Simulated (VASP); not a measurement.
Set up this calculation in VASP 6.6.1, as the native input.

```yaml
Task: single point
Functional: PBE
Potentials_or_basis: VASP PAW PBE potentials, release 64 (K_sv, Se, Y_sv)
Cutoff: 520 eV
k_mesh: 6 × 6 × 4
Occupations: gaussian, width 0.01 eV
Spin: no spin polarisation
Dipole_correction: no
Further_INCAR_settings: ALGO = Normal; EDIFF = 1e-07; NBANDS = 24
```

The structure of KYSe2 lies in POSCAR:

```
KYSe2
1.0
    4.4239416375      0.0000000000      0.0000000000
    0.0000000000      4.4239416375      0.0000000000
    0.0000000000      0.0000000000      6.0033903144
K Se Y
1 2 1
Direct
    0.0000000000      0.0000000000      0.0000000000
    0.0000000000      0.0000000000      0.5000000000
    0.5000000000      0.5000000000      0.0000000000
    0.5000000000      0.5000000000      0.5000000000
```

The input as run:

INCAR

```
SYSTEM = KYSe2
PREC     = Accurate       ! precision mode
ENCUT    = 520            ! plane-wave cutoff, eV
EDIFF    = 1E-7           ! SCF threshold, eV
ISMEAR   = 0              ! smearing method
SIGMA    = 0.01           ! smearing width, eV
LREAL    = .FALSE.        ! projectors in reciprocal space
LASPH    = .TRUE.         ! aspherical terms in the spheres
NELM     = 80             ! most SCF steps
ALGO     = Normal         ! electronic algorithm
ISIF     = 2              ! what is computed and relaxed
LWAVE    = .FALSE.        ! write WAVECAR
LCHARG   = .TRUE.         ! write CHGCAR
GGA      = PE             ! functional
LELF     = .TRUE.         ! ELF
LVHAR    = .TRUE.       
NBANDS   = 24             ! bands
```

KPOINTS

```
Automatic mesh
0
G
  6 6 4
  0 0 0
```

Potentials or basis: VASP PAW PBE potentials, release 64 (K_sv, Se, Y_sv).

Launch:

```console
$ cat potpaw_PBE.64/K_sv/POTCAR potpaw_PBE.64/Se/POTCAR potpaw_PBE.64/Y_sv/POTCAR > POTCAR
$ mpirun -np 1 vasp_std > vasp.out
```

Results of the run:

| Item | Value |
| --- | --- |
| Pressure | -2.4 GPa |
| Band gap on the k mesh | 0.29 eV |

Caveat: semilocal functionals underestimate gaps, and a narrow one can read as zero.

Wall time 50 s on 1 thread of Intel(R) Xeon(R) 6975P-C (Granite Rapids) (shared host), peak memory 0.3 GiB.
